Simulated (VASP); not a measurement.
Crystal: Al.

```
Al
1.0
     2.70172    0.00000    0.00000
    -1.35086    2.33976    0.00000
     0.00000    0.00000    4.17998
Al
2
Direct
  0.33333 0.66667 0.25000
  0.66667 0.33333 0.75000
```

This isn't the form of Al at room conditions, which is fcc.

* Program: VASP 6.6.1
* Task: relaxation of cell and atoms
* Functional: r2SCAN
* Potentials or basis: VASP PAW PBE potentials, release 64 (Al)
* Cutoff: 600 eV
* k mesh: 12 × 12 × 6
* Occupations: gaussian, width 0.1 eV
* Spin: no spin polarisation

At the start: pressure 25.3 GPa; volume 13.21 Å³/atom.

Task: Where does the relaxation end?

Result: Over 6 steps the energy falls by 209.0 meV/atom and the volume is 15.96 Å³/atom (+20.8 %); space group P6_3/mmc (No. 194, to 0.1 Å) before and after.

Step by step:
| step | energy change (eV) | largest force (eV/Å) | pressure (GPa) | volume (Å³) |
| --- | --- | --- | --- | --- |
| 1 | 0.0000 | 0.0000 | 25.28 | 26.42 |
| 2 | -0.3342 | 0.0000 | -7.25 | 35.18 |
| 3 | -0.4124 | 0.0000 | -0.45 | 32.01 |
| 4 | -0.4123 | 0.0000 | -0.79 | 32.13 |
| 5 | -0.4178 | 0.0000 | -0.35 | 31.95 |
| 6 | -0.4180 | 0.0000 | -0.24 | 31.92 |

Final structure:
```
Al
1.0
     2.81809    0.00000    0.00000
    -1.40905    2.44054    0.00000
     0.00000    0.00000    4.64043
Al
2
Direct
  0.33333 0.66667 0.25000
  0.66667 0.33333 0.75000
```

Caveat: the volume moved by over 15 % at a fixed basis, so the end points are rough; the PAW data sets were made with another functional, which shifts forces and pressure a little.
